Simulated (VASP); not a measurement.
Runs of VASP 6.6.1 on Fe. The structure is that of space group P6_3/mmc (No. 194), or close to it. The cells are those of the table. 

| cell | further INCAR settings | gap on the mesh (eV) | pressure (GPa) |
| --- | --- | --- | --- |
| a = 2.570, b = 2.570, c = 3.447 Å, angles 90.0, 90.0, 120.0°, 2 atoms | ALGO = Fast; EDIFF = 1e-06; NBANDS = 15 | none | (b) |
| a = 2.230, b = 2.230, c = 4.576 Å, angles 90.0, 90.0, 120.0°, 2 atoms | ALGO = Fast; EDIFF = 1e-06; NBANDS = 15 | none | (c) |
| a = 2.622, b = 2.622, c = 3.311 Å, angles 90.0, 90.0, 120.0°, 2 atoms | ALGO = Fast; EDIFF = 1e-07; NBANDS = 15 | none | 13.3 |
| a = 2.503, b = 2.503, c = 3.634 Å, angles 90.0, 90.0, 120.0°, 2 atoms | ALGO = Fast; EDIFF = 1e-06; NBANDS = 15 | none | 1.3 |
| a = 2.395, b = 2.395, c = 3.969 Å, angles 90.0, 90.0, 120.0°, 2 atoms | ALGO = Fast; EDIFF = 1e-07; NBANDS = 15 | none | -1.3 |
| a = 2.358, b = 2.358, c = 4.094 Å, angles 90.0, 90.0, 120.0°, 2 atoms | ALGO = Fast; EDIFF = 1e-07; NBANDS = 15 | none | (a) |
| a = 2.291, b = 2.291, c = 4.338 Å, angles 90.0, 90.0, 120.0°, 2 atoms | ALGO = Fast; EDIFF = 1e-07; NBANDS = 15 | none | 8.6 |
| a = 2.468, b = 2.468, c = 3.739 Å, angles 90.0, 90.0, 120.0°, 2 atoms | ALGO = Fast; EDIFF = 1e-06; NBANDS = 15 | none | -0.7 |

Alike in all rows: task single point; level PBEsol; potentials or basis VASP PAW PBE potentials, release 64 (Fe); no spin polarisation; k mesh 24 × 24 × 14; cutoff (eV) 520; smearing gaussian 0.15 eV.

Question: Estimate the missing entries.

Answer: (a) 0.6; (b) 7.4; (c) 20.2.

Caveats: the PAW data sets were made with another functional, which shifts forces and pressure a little; the run has no spin polarisation, though such a crystal can be magnetic.

A gap of «none» marks levels without a gap at the run's occupations.
